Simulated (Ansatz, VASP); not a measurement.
## MgO in VASP and in Ansatz

INCAR

```
SYSTEM = MgO
PREC = Accurate
ENCUT = 520
EDIFF = 1E-6
ISMEAR = 0
SIGMA = 0.05
LREAL = .False.
LASPH = .True.
NELM = 100
ALGO = Normal
ISIF = 2
LWAVE = .False.
LCHARG = .False.
GGA = PE
NBANDS = 26
```

Contents of KPOINTS:

```
Automatic mesh
0
Gamma
  9 9 2
  0 0 0
```

Contents of POSCAR:

```
MgO
1.0
    3.2805263433      0.0000000000      0.0000000000
   -1.6402631717      2.8410191511      0.0000000000
    0.0000000000      0.0000000000     10.5138967343
Mg O
4 4
Direct
    0.1940212195      0.5892296667      0.9694906392
    0.0971332736      0.0539917822      0.2208211786
   -0.0971332736     -0.0539917822      0.7208211786
    0.8059787805      0.4107703333      0.4694906392
    0.2282618177      0.6082623920      0.7800420079
    0.1274437682      0.0708399493      0.5296443544
   -0.1274437682     -0.0708399493      0.0296443544
    0.7717381823      0.3917376080      0.2800420079
```

Input for Ansatz:

```yaml
crystal:
  lattice:
    - [3.2805263433, 0.0, 0.0]
    - [-1.6402631717, 2.8410191511, 0.0]
    - [0.0, 0.0, 10.5138967343]
  atoms:
    - { symbol: Mg, position: [0.1940212195, 0.5892296667, 0.9694906392] }
    - { symbol: Mg, position: [0.0971332736, 0.0539917822, 0.2208211786] }
    - { symbol: Mg, position: [-0.0971332736, -0.0539917822, 0.7208211786] }
    - { symbol: Mg, position: [0.8059787805, 0.4107703333, 0.4694906392] }
    - { symbol: O, position: [0.2282618177, 0.608262392, 0.7800420079] }
    - { symbol: O, position: [0.1274437682, 0.0708399493, 0.5296443544] }
    - { symbol: O, position: [-0.1274437682, -0.0708399493, 0.0296443544] }
    - { symbol: O, position: [0.7717381823, 0.391737608, 0.2800420079] }
basis:
  ecutwfc: 520.0
kpoints:
  mp_grid: { grid: [9, 9, 2] }
hamiltonian:
  xc: pbe
  pseudopotentials: { kind: paw, azcp: { folder: soft_1 } }
scf:
  occupations: { method: gaussian, width: 0.05 }
output:
  forces: true
  stress: true
  eigenvalues: true
```

Change from the starting cell: mode 4 frozen in at -0.330 Å and mode 5 at -0.220 Å (largest displacements).

Alike in both runs: task single point; functional PBE; k mesh 9 × 9 × 2; occupations gaussian, width 0.05 eV; no spin polarisation.

|  | VASP | Ansatz |
| --- | --- | --- |
| version | VASP 6.6.1 | Ansatz 0.2.0 |
| potentials or method | VASP PAW PBE potentials, release 64 (Mg, O), cutoff 520 eV | scalar-relativistic, plane waves, PAW |
| valence electrons in the cell | 32 | 64 |

VASP gave:

* gap on the k mesh at the Fermi level (eV): 3.17
* least direct gap on the mesh (eV): 3.17
* pressure (GPa): -1.6
* traceless stress, the component that is largest in VASP (GPa): -3.86
* rms of the force components (eV/Å): 0.170

Problem. Estimate Ansatz's values.

Solution. gap on the k mesh at the Fermi level (eV): 3.19; least direct gap on the mesh (eV): 3.19; pressure (GPa): -1.1; traceless stress, the component that is largest in VASP (GPa): -3.81; rms of the force components (eV/Å): 0.168.

Atom by atom the forces differ by 0.003 eV/Å (rms over components). VASP's potentials hold 32 valence electrons a cell and Ansatz's 64, so a difference there can come from the potentials and not from the codes.
